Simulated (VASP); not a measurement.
Here is a VASP 6.6.1 calculation.

Contents of POSCAR:

```
NaCl
1.0
    0.0000000000      2.8027319633      2.8027319633
    2.8027319633      0.0000000000      2.8027319633
    2.8027319633      2.8027319633      0.0000000000
Na Cl
1 1
Direct
    0.0000000000      0.0000000000      0.0000000000
    0.5000000000      0.5000000000      0.5000000000
```

The input INCAR.step1:

```
SYSTEM = NaCl
PREC = Accurate
ENCUT = 520
EDIFF = 1E-5
ISMEAR = 0
SIGMA = 0.01
LREAL = .FALSE.
LASPH = .TRUE.
NELM = 60
ALGO = Normal
ISIF = 2
LWAVE = .TRUE.
LCHARG = .FALSE.
NBANDS = 14
GGA = PE
```

INCAR.step2

```
SYSTEM = NaCl
PREC = Accurate
ENCUT = 520
EDIFF = 1E-6
ISMEAR = 0
SIGMA = 0.01
LREAL = .FALSE.
LASPH = .TRUE.
NELM = 60
ALGO = Normal
ISIF = 2
LWAVE = .FALSE.
LCHARG = .FALSE.
GGA = PE
LHFCALC = .TRUE.
HFSCREEN = 0.2079
PRECFOCK = Normal
NBANDS = 14
ISTART = 1
```

The input KPOINTS:

```
regular mesh
0
G
  6 6 6
  0 0 0
```

Potentials or basis: VASP PAW PBE potentials, release 64 (Na_pv, Cl).

Command:

```sh
$ cat potpaw_PBE.64/Na_pv/POTCAR potpaw_PBE.64/Cl/POTCAR > POTCAR
$ cp INCAR.step1 INCAR
$ mpirun -np 1 vasp_std > vasp.out
$ cp INCAR.step2 INCAR
$ mpirun -np 1 vasp_std > vasp.out
```

Problem. What does it give for the band gap on the k mesh?

Solution. 6.55 eV, direct.

Problem. Predict the pressure.

Solution. 0.7 GPa.

Caveat: the PAW data sets were made with another functional, which shifts forces and pressure a little.
